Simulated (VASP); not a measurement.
Write the native input for VASP 6.6.1 that does the following.

| Item | Value |
| --- | --- |
| Task | single point |
| Functional | PBEsol |
| Potentials or basis | VASP PAW PBE potentials, release 64 (Si, W_sv) |
| Cutoff | 520 eV |
| k mesh | 18 × 18 × 18 |
| Occupations | gaussian, width 0.1 eV |
| Spin | no spin polarisation |
| Dipole correction | no |
| Further INCAR settings | ALGO = Normal; EDIFF = 1e-07; NBANDS = 18 |

The structure of Si2W lies in POSCAR:

```
Si2W
1.0
   -1.6847903600      1.6847903600      4.0150964000
    1.6847903600     -1.6847903600      4.0150964000
    1.6847903600      1.6847903600     -4.0150964000
Si W
2 1
Direct
    0.3283372657      0.3283372657      0.0000000000
    0.6716627343      0.6716627343      0.0000000000
    0.0000000000      0.0000000000      0.0000000000
```

This cell differs from its parent crystal: strained.

These files were run (other wordings do the same):

INCAR

```
SYSTEM = Si2W
ALGO = Normal ; EDIFF = 1E-7
ENCUT = 520 ; GGA = PS
ISIF = 2 ; ISMEAR = 0
LASPH = .TRUE. ; LCHARG = .FALSE.
LREAL = .FALSE. ; LWAVE = .FALSE.
NBANDS = 18 ; NELM = 80
PREC = Accurate ; SIGMA = 0.1
```

KPOINTS

```
k-points
0
G
  18 18 18
  0 0 0
```

Potentials or basis: VASP PAW PBE potentials, release 64 (Si, W_sv).

Command:

```sh
$ cat potpaw_PBE.64/Si/POTCAR potpaw_PBE.64/W_sv/POTCAR > POTCAR
$ mpirun -np 1 vasp_std > vasp.out
```

It gave:

| Property | Result |
| --- | --- |
| Pressure | -22.5 GPa |
| Largest force | 0.955 eV/Å |
| Band gap on the k mesh | zero (bands 11 and 12 overlap by 1.13 eV) |

Caveat: the cell differs from its parent crystal (strained); the cell stands under tension; the PAW data sets were made with another functional, which shifts forces and pressure a little; spin-orbit coupling is left out, which moves the levels of the heavy elements.

Run time: 4.9 min on 1 thread of AMD EPYC 9R45 96-Core Processor (Zen 5) (shared host), peak memory 0.46 GiB.
